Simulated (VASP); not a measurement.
# Ga16N16O (a cell with a defect) in VASP: a series of runs, part 2 of 2

VASP 6.6.1. Earlier steps stand in the parts before.

### Step 4. Single point, PBE

File INCAR:

```
SYSTEM = Ga16N16O
PREC = Accurate
ENCUT = 520
EDIFF = 1E-6
ISMEAR = -1
SIGMA = 0.01
LREAL = Auto
LASPH = .True.
NELM = 60
ALGO = Normal
ISIF = 2
LWAVE = .False.
LCHARG = .False.
GGA = PE
NBANDS = 169
NELECT = 296.0
```

File KPOINTS:

```
Automatic mesh
0
Gamma
  1 1 1
  0.25 0.25 0.25
```

File POSCAR:

```
Ga16N16O
1.0
    6.4372426900      0.0000000000      0.0000000000
   -3.2186213500      5.5748157000      0.0000000000
    0.0000000000      0.0000000000     10.4870679900
Ga N O
16 16 1
Direct
    0.3283715463      0.1636111486      0.2507628445
    0.1656308868      0.3347986912      0.5050262862
    0.3449519699      0.1708702227      0.7585295535
    0.1591141223      0.3203626983      0.9911425205
    0.3345526176      0.6659958283      0.2471305614
    0.1662677187      0.8352780165      0.5046034797
    0.3353479476      0.6662387063      0.7546023357
    0.1613780660      0.8413356158      0.9909543840
    0.8364761979      0.1634626235      0.2505707985
    0.6659185633      0.3352977211      0.4984229152
    0.8310990591      0.1697995146      0.7595525277
    0.6675733229      0.3337685226      1.0182790853
    0.8374543625      0.6721669741      0.2508271142
    0.6663010350      0.8353112014      0.5050272397
    0.8314890913      0.6567861965      0.7582193619
    0.6805174442      0.8396616591      0.9909450392
    0.3297862991      0.1667084707      0.4399098971
    0.1667586642      0.3332513755      0.1890733427
    0.3852245402      0.1944335128      0.9372889553
    0.1676820380      0.3319352781      0.6912818728
    0.3333045727      0.6679311390      0.4396091457
    0.1679096792      0.8333907792      0.1894203415
    0.3341522908      0.6665929781      0.9397593311
    0.1680454586      0.8341364541      0.6905813910
    0.8343032389      0.1666690076      0.4398277006
    0.6668884370      0.3337493291      0.2032412684
    0.8062534369      0.1894410608      0.9382616771
    0.6688605934      0.3329173734      0.6807780789
    0.8348077573      0.6714751126      0.4398683221
    0.6673527265      0.8329828733      0.1890576090
    0.8098108197      0.6154637543      0.9367354164
    0.6698004350      0.8338200310      0.6912351486
   -0.0002233648      0.0011598590     -0.0580245118
```

Launch:

```sh
$ cat potpaw_PBE.64/Ga_d/POTCAR potpaw_PBE.64/N/POTCAR potpaw_PBE.64/O/POTCAR > POTCAR
$ mpirun -np 1 vasp_std > vasp.out
```

Run time: 23 min. Hardware: 1 thread of Intel Xeon Platinum 8488C (Sapphire Rapids), shared host; peak memory 0.58 GiB.

The run converged. Its results:

```
Free energy   : -184.3323 eV
Largest force : 0.436 eV/Å
```

Forces on the atoms (eV/Å):
```
Ga  -0.060  0.039 -0.013
Ga   0.045 -0.025  0.009
Ga  -0.062  0.036  0.044
Ga   0.085  0.066  0.004
Ga  -0.060  0.041 -0.004
Ga   0.065 -0.035  0.005
Ga  -0.035  0.023 -0.006
Ga  -0.040  0.015 -0.057
Ga  -0.043  0.025  0.010
Ga   0.076 -0.042  0.011
Ga  -0.061  0.040 -0.012
Ga  -0.043  0.009 -0.075
Ga  -0.053  0.043 -0.014
Ga   0.055 -0.018  0.004
Ga  -0.067  0.041  0.036
Ga  -0.043 -0.100  0.026
N    0.000  0.010 -0.009
N    0.036 -0.003  0.032
N   -0.016 -0.048  0.027
N   -0.003 -0.011 -0.030
N   -0.016  0.002  0.001
N    0.017 -0.024 -0.018
N   -0.045  0.014  0.021
N    0.018 -0.006  0.035
N    0.006 -0.008 -0.016
N    0.060 -0.031 -0.015
N   -0.264  0.175 -0.031
N    0.008 -0.019 -0.015
N   -0.013 -0.009  0.008
N    0.009 -0.012  0.026
N    0.064  0.057  0.052
N    0.007 -0.022 -0.032
O    0.374 -0.223 -0.004
```

Levels at points of the mesh, in eV from the Fermi level:
```csv
k point,band 146,band 147,band 148,band 149,band 150,band 151
"(0.25, 0.25, 0.25)",-2.49,-1.37,-0.29,0.84,1.56,1.68
```

Caveat: the k points lie up to 0.56 Å⁻¹ apart; the cell carries a net charge on a neutralising background, which shifts energy and pressure; the cell is charged against a uniform background, so pressure and absolute levels hang on convention.

### Step 5. Single point, PBE

File INCAR:

```
ALGO = Normal ; EDIFF = 1E-7
ENCUT = 520 ; GGA = PE
ISIF = 2 ; ISMEAR = -1
LASPH = T ; LCHARG = F
LREAL = Auto ; LWAVE = F
NBANDS = 169 ; NELECT = 296.0
NELM = 100 ; PREC = Accurate
SIGMA = 0.01
```

KPOINTS is that of step 4.

File POSCAR:

```
Ga16N16O
1.0
    6.4372426900      0.0000000000      0.0000000000
   -3.2186213500      5.5748157000      0.0000000000
    0.0000000000      0.0000000000     10.4870679900
Ga N O
16 16 1
Direct
    0.3289959539      0.1637896299      0.2511257677
    0.1663736464      0.3362105764      0.5034388072
    0.3322406960      0.1652754189      0.7605655849
    0.1575076460      0.3171130841      0.9889224529
    0.3349236892      0.6661029171      0.2454270347
    0.1668980620      0.8349305610      0.5032315996
    0.3354380129      0.6663529702      0.7509542236
    0.1609088111      0.8422012947      0.9896824365
    0.8365971589      0.1637377896      0.2508799411
    0.6661152183      0.3354076799      0.5008827067
    0.8377956441      0.1633897960      0.7611071090
    0.6676149102      0.3340496081      1.0225816225
    0.8376080779      0.6719745013      0.2511653403
    0.6652719330      0.8349388124      0.5033618553
    0.8370854884      0.6695371113      0.7602057131
    0.6837436742      0.8417395754      0.9888169896
    0.3304138135      0.1672417619      0.4397111761
    0.1663181441      0.3316669285      0.1875980972
    0.3754926789      0.1895372075      0.9482064968
    0.1701196288      0.3368362473      0.6878059727
    0.3333534376      0.6681643305      0.4366628503
    0.1677150720      0.8339224559      0.1886959255
    0.3343890726      0.6666862548      0.9384870976
    0.1701285626      0.8322242832      0.6881234113
    0.8342331008      0.1669612145      0.4394300680
    0.6673867798      0.3337782090      0.2057595128
    0.8114803289      0.1864223063      0.9483909144
    0.6689053086      0.3331419548      0.6860060416
    0.8347494939      0.6712094536      0.4396390873
    0.6691775322      0.8338008376      0.1875067466
    0.8144529230      0.6260416824      0.9477072152
    0.6651674639      0.8316956559      0.6877494269
   -0.0006566014      0.0024020525     -0.1203511793
```

Launch:

```sh
$ cat potpaw_PBE.64/Ga_d/POTCAR potpaw_PBE.64/N/POTCAR potpaw_PBE.64/O/POTCAR > POTCAR
$ mpirun -np 1 vasp_std > vasp.out
```

Wall time 29 min (1 thread of Intel Xeon Platinum 8488C (Sapphire Rapids), shared host); peak memory 0.58 GiB.

It converged, with:

```
Free energy   : -186.1320 eV
Largest force : 3.593 eV/Å
```

Forces in eV/Å, atoms in the order of the input:
```
Ga  -0.039  0.071  0.090
Ga   0.051  0.004 -0.029
Ga  -0.369 -0.184  0.184
Ga   0.058 -0.031  0.001
Ga  -0.026  0.006 -0.008
Ga   0.087 -0.041  0.034
Ga  -0.067  0.043 -0.144
Ga  -0.099  0.043 -0.081
Ga  -0.044  0.029  0.087
Ga   0.064 -0.033  0.221
Ga   0.291 -0.160  0.171
Ga  -0.052  0.054  0.231
Ga  -0.066  0.010  0.087
Ga   0.030 -0.047 -0.023
Ga  -0.030  0.413  0.196
Ga   0.060 -0.032  0.008
N    0.014 -0.003  0.047
N    0.032 -0.033  0.052
N   -0.245 -0.268  0.690
N    0.010  0.136 -0.107
N   -0.014  0.005 -0.111
N   -0.041  0.013 -0.085
N   -0.029  0.010  0.009
N    0.136 -0.078 -0.132
N   -0.004  0.006  0.069
N    0.028 -0.022  0.237
N    0.088 -0.011  0.773
N   -0.022 -0.002  0.373
N   -0.010 -0.017  0.065
N    0.042  0.013  0.057
N    0.076  0.311  0.733
N   -0.119 -0.105 -0.110
O    0.210 -0.102 -3.585
```

Levels at points of the mesh, in eV from the Fermi level:
```csv
k point,band 145,band 146,band 147,band 148,band 149,band 150,band 151,band 152
"(0.25, 0.25, 0.25)",-2.42,-1.33,-0.87,-0.29,2.00,2.75,2.81,2.95
```

Caveat: the k points lie up to 0.56 Å⁻¹ apart; the cell carries a net charge on a neutralising background, which shifts energy and pressure; the cell is charged against a uniform background, so pressure and absolute levels hang on convention.

### Step 6. Single point, PBE

File INCAR:

```
PREC     = Accurate       # precision mode
ENCUT    = 520            # plane-wave cutoff, eV
EDIFF    = 1E-7           # SCF threshold, eV
ISMEAR   = -1             # smearing method
SIGMA    = 0.01           # smearing width, eV
LREAL    = Auto         
LASPH    = T              # aspherical terms in the spheres
NELM     = 60             # most SCF steps
ALGO     = Normal         # electronic algorithm
ISIF     = 2              # what is computed and relaxed
LWAVE    = F              # write WAVECAR
LCHARG   = F              # write CHGCAR
GGA      = PE             # functional
NBANDS   = 169            # bands
NELECT   = 296.0
```

KPOINTS is that of step 5.

File POSCAR:

```
Ga16N16O
1.0
    6.4372426900      0.0000000000      0.0000000000
   -3.2186213500      5.5748157000      0.0000000000
    0.0000000000      0.0000000000     10.4870679900
Ga N O
16 16 1
Direct
    0.3339423332      0.1653098595      0.2534458633
    0.1684283955      0.3401330379      0.4985471635
    0.3169950021      0.1583142919      0.7558105857
    0.1627191644      0.3258183046      0.9970447422
    0.3360695756      0.6659100856      0.2459381404
    0.1684937046      0.8333803752      0.4991270205
    0.3345974951      0.6671434896      0.7462717899
    0.1634965265      0.8382212528      0.9982349700
    0.8361517375      0.1652653737      0.2533650018
    0.6661701804      0.3354710004      0.5091869343
    0.8436198278      0.1581051370      0.7538161293
    0.6676778180      0.3340135531      1.0176248509
    0.8366426198      0.6678062918      0.2534026672
    0.6615437760      0.8330115738      0.4984831799
    0.8432083419      0.6846961775      0.7558614102
    0.6760947663      0.8392074737      0.9968480237
    0.3337878525      0.1690054077      0.4404576193
    0.1674474675      0.3314077271      0.1906771275
    0.3543079921      0.1777762806      0.9560463429
    0.1762657709      0.3506512332      0.6787676028
    0.3332055846      0.6685695457      0.4307797951
    0.1686686188      0.8336562588      0.1916921872
    0.3344837475      0.6674224226      0.9395163652
    0.1752609724      0.8260186969      0.6801376712
    0.8327995160      0.1683878088      0.4399665383
    0.6688229267      0.3331238376      0.2040693359
    0.8244601391      0.1779420260      0.9534995873
    0.6676532939      0.3344243290      0.6956972156
    0.8331940243      0.6679096136      0.4403443369
    0.6705029514      0.8338844278      0.1904822208
    0.8238608193      0.6474032855      0.9557760100
    0.6512088410      0.8258956435      0.6787350866
    0.0009469678      0.0008785941     -0.1731987436
```

Potentials or basis: VASP PAW PBE potentials, release 64 (Ga_d, N, O).

Launch:

```sh
$ cat potpaw_PBE.64/Ga_d/POTCAR potpaw_PBE.64/N/POTCAR potpaw_PBE.64/O/POTCAR > POTCAR
$ mpirun -np 1 vasp_std > vasp.out
```

OUTCAR:

```text
PREC = Accurate
   ENCUT = 520
   EDIFF = 1E-7
   ISMEAR = -1
   LREAL = Auto
   LASPH = T
   NELM = 60
   ISIF = 2
   GGA = PE
   NELECT = 296.0

 ion  position               nearest neighbor table
   1  0.334  0.165  0.253-  26 1.94  22 1.96  17 1.96  18 1.97
   2  0.168  0.340  0.499-  20 1.89  21 1.96  25 1.97  17 1.97
   3  0.317  0.158  0.756-  33 1.91  24 2.02  20 2.03  28 2.05  19 2.11
   4  0.163  0.326  0.997-  27 1.95  19 1.95  23 2.00  18 2.03
   5  0.336  0.666  0.246-  21 1.94  18 1.95  30 1.95  22 1.95
   6  0.168  0.833  0.499-  24 1.90  29 1.97  17 1.97  21 1.97
   7  0.335  0.667  0.746-  20 1.90  32 1.90  24 1.90  23 2.03
   8  0.163  0.838  0.998-  19 1.95  31 1.95  23 2.00  22 2.03
   9  0.836  0.165  0.253-  26 1.94  25 1.96  18 1.96  30 1.96
  10  0.666  0.335  0.509-  28 1.96  17 1.99  29 1.99  25 2.00
  11  0.844  0.158  0.754-  33 1.91  32 2.02  20 2.02  28 2.06  27 2.11
  12  0.668  0.334  0.018-  19 1.86  31 1.86  27 1.87  26 1.96
  13  0.837  0.668  0.253-  26 1.94  29 1.96  22 1.96  30 1.97
  14  0.662  0.833  0.498-  32 1.89  21 1.96  25 1.97  29 1.97
  15  0.843  0.685  0.756-  33 1.91  24 2.02  32 2.03  28 2.05  31 2.11
  16  0.676  0.839  0.997-  31 1.95  27 1.95  23 2.00  30 2.03
  17  0.334  0.169  0.440-   1 1.96   6 1.97   2 1.97  10 1.99
  18  0.167  0.331  0.191-   5 1.95   9 1.96   1 1.97   4 2.03
  19  0.354  0.178  0.956-  12 1.86   4 1.95   8 1.95   3 2.11
  20  0.176  0.351  0.679-   2 1.89   7 1.90  11 2.02   3 2.03
  21  0.333  0.669  0.431-   5 1.94  14 1.96   2 1.96   6 1.97
[... 9 lines left out ...]
  31  0.824  0.647  0.956-  12 1.86  16 1.95   8 1.95  15 2.11
  32  0.651  0.826  0.679-  14 1.89   7 1.90  11 2.02  15 2.03
  33  0.001  0.001  0.827-   3 1.91  15 1.91  11 1.91

  LATTYP: Found a hexagonal cell.
 ALAT       =     6.4372426900
 C/A-ratio  =     1.6291242221

  Lattice vectors:

 A1 = (   6.4372426900,   0.0000000000,   0.0000000000)
 A2 = (  -3.2186213500,   5.5748157000,   0.0000000000)
 A3 = (   0.0000000000,   0.0000000000,  10.4870679900)
[... 192 lines left out ...]
  Fermi-wavevector in a.u.,A,eV,Ry     =   1.511160  2.855679 31.070344  2.283606
  Thomas-Fermi vector in A             =   2.621254
   LORBIT       =      0    0 simple, 1 ext, 2 COOP (PROOUT), +10 PAW based schemes
   GGA     = PE    functional components
   LHFCALC =     F    Hartree Fock is set to
   AEXX    =    0.0000 exact exchange contribution
   IVDW    =     0    specifies the selected vdW correction
   LEPSILON=     F    determine dielectric tensor
   LRPA    =     F    only Hartree local field effects (RPA)
 non-spin polarized calculation
  energy-cutoff  :      520.00
  volume of cell :      376.34
 maximum number of plane-waves:     10144
   NGX = 23   NGY = 23   NGZ = 39

 number of electron     296.0000035 magnetization

 Free energy of the ion-electron system (eV)
  ---------------------------------------------------
  ext. energy  EPLUGINS =         0.00000000
  ---------------------------------------------------
  free energy    TOTEN  =      -187.68621127 eV

  energy without entropy =     -187.68621127  energy(sigma->0) =     -187.68621127

 E-fermi :   6.3602     XC(G=0): -11.7148

 val. band max:        6.1254554192   @ k =  -0.2500   0.5000   0.2500
 cond. band min:       9.1222945146   @ k =  -0.2500   0.5000   0.2500
 fundamental gap:      2.9968390954
 Fermi energy:         6.3601805817

 k-point     1 :       0.2500    0.2500    0.2500
  band No.  band energies     occupation
      1     -12.1593      2.00000
      2     -10.4561      2.00000
      3     -10.2394      2.00000
      4     -10.1590      2.00000
      5     -10.1118      2.00000
      6     -10.0203      2.00000
[... 967 lines left out ...]
    159      11.0911      0.00000
    160      11.2601      0.00000
 [bands above 160 left out]

------------------------ aborting loop because EDIFF is reached ----------------------------------------

  FORCE on cell =-STRESS in cart. coord.  units (eV):
  Direction    XX          YY          ZZ          XY          YZ          ZX
  --------------------------------------------------------------------------------------
  -------------------------------------------------------------------------------------
  Total       28.0644033     28.0434854     39.4467359     -0.0627542      0.0929135     -0.1147282
  in kB      119.4763414    119.3872892    167.9334361     -0.2671586      0.3955533     -0.4884231
  external PRESSURE =     135.5990222 kB  Pullay stress =       0.0000000 kB

 VOLUME and BASIS-vectors are now :
 -----------------------------------------------------------------------------
  energy-cutoff  :      520.00
  volume of cell :      376.34
      direct lattice vectors                 reciprocal lattice vectors
     6.437242690  0.000000000  0.000000000     0.155346015  0.089689064  0.000000000
    -3.218621350  5.574815700  0.000000000     0.000000000  0.179378127  0.000000000
     0.000000000  0.000000000 10.487067990     0.000000000  0.000000000  0.095355537

 POSITION                                       TOTAL-FORCE (eV/Angst)
 -----------------------------------------------------------------------------------
      1.61760      0.92157      2.65790        -0.051279      0.056582      0.003091
     -0.01054      1.89618      5.22830         0.057967     -0.033580     -0.009201
      1.53102      0.88257      7.92624         0.008545      0.038518     -0.050415
     -0.00122      1.81638     10.45608         0.049119     -0.009591      0.003955
      0.02005      3.71233      2.57917        -0.051714      0.023845      0.001213
     -1.59770      4.64594      5.23438         0.058472     -0.028772      0.066876
[... 25 lines left out ...]
      1.53374      4.60422      7.11794         0.019006     -0.010107      0.060892
      0.00327      0.00490      8.67072         0.012501     -0.003490      0.063874
 -----------------------------------------------------------------------------------
    total drift:                               -0.000252     -0.005725     -0.008424

  FREE ENERGIE OF THE ION-ELECTRON SYSTEM (eV)
  ---------------------------------------------------
  free  energy   TOTEN  =      -187.6862112691 eV

  energy  without entropy=     -187.6862112690  energy(sigma->0) =     -187.68621127
```

Wall time 23 min (1 thread of Intel Xeon Platinum 8488C (Sapphire Rapids), shared host); peak memory 0.58 GiB.

What came out:

- Free energy: -187.6862 eV
- Largest force: 0.221 eV/Å

Forces in eV/Å, atoms in the order of the input:
```
Ga  -0.051  0.057  0.003
Ga   0.058 -0.034 -0.009
Ga   0.009  0.039 -0.050
Ga   0.049 -0.010  0.004
Ga  -0.052  0.024  0.001
Ga   0.058 -0.029  0.067
Ga  -0.059  0.034 -0.023
Ga   0.007 -0.009 -0.059
Ga  -0.050  0.032 -0.020
Ga   0.046 -0.022 -0.001
Ga  -0.069  0.058  0.036
Ga   0.063 -0.023 -0.022
Ga  -0.052  0.028  0.002
Ga   0.067 -0.039 -0.001
Ga  -0.024 -0.022 -0.057
Ga   0.036 -0.024  0.008
N    0.008 -0.024 -0.035
N    0.026  0.013  0.040
N   -0.012 -0.052 -0.063
N   -0.001 -0.025  0.059
N   -0.006  0.001 -0.012
N   -0.031 -0.006 -0.065
N   -0.033  0.018  0.011
N    0.102 -0.043 -0.157
N    0.003  0.019  0.053
N   -0.001 -0.013  0.001
N   -0.135  0.050  0.167
N   -0.005 -0.015 -0.003
N   -0.011  0.005 -0.020
N   -0.021  0.002  0.053
N    0.049  0.025 -0.031
N    0.019 -0.010  0.061
O    0.013 -0.003  0.064
```

Caveat: the k points lie up to 0.56 Å⁻¹ apart; the cell carries a net charge on a neutralising background, which shifts energy and pressure; the cell is charged against a uniform background, so pressure and absolute levels hang on convention.
